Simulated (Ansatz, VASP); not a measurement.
ZrC3 in VASP and in Ansatz

```xyz
4
Lattice="2.2313 1.2882 2.6175 -2.2313 1.2882 2.6175 0.0000 -2.5765 2.6175" Properties=species:S:1:pos:R:3 pbc="T T T"
Zr    0.0000    0.0000    3.6697
C    -1.8081    0.5552    2.3609
C     1.3849    1.2882    2.3609
C     0.4232   -1.8435    2.3609
```

Alike in both runs: functional PBE; k mesh 6 × 6 × 6; occupations gaussian, width 0.1 eV; no spin polarisation.

Ansatz relaxed the structure, and its values are those at the end. VASP's run is a single point on that final structure, the one shown.

```csv
,VASP,Ansatz
version,VASP 6.6.1,Ansatz 0.2.0
potentials or method,"VASP PAW PBE potentials, release 64 (Zr_sv, C), cutoff 520 eV","scalar-relativistic, plane waves, PAW"
valence electrons in the cell,24,24
```

|  | VASP | Ansatz | Ansatz less VASP |
| --- | --- | --- | --- |
| gap on the k mesh at the Fermi level (eV) | none | none | - |
| pressure (GPa) | 0.4 | 0.0 | -0.42 |
| rms of the force components (eV/Å) | 0.059 | 0.001 | -0.0587 |

A gap of «none» marks a metal or a gap that the smearing closes. With one functional, cell and mesh, what is left measures potentials, basis and numerics.
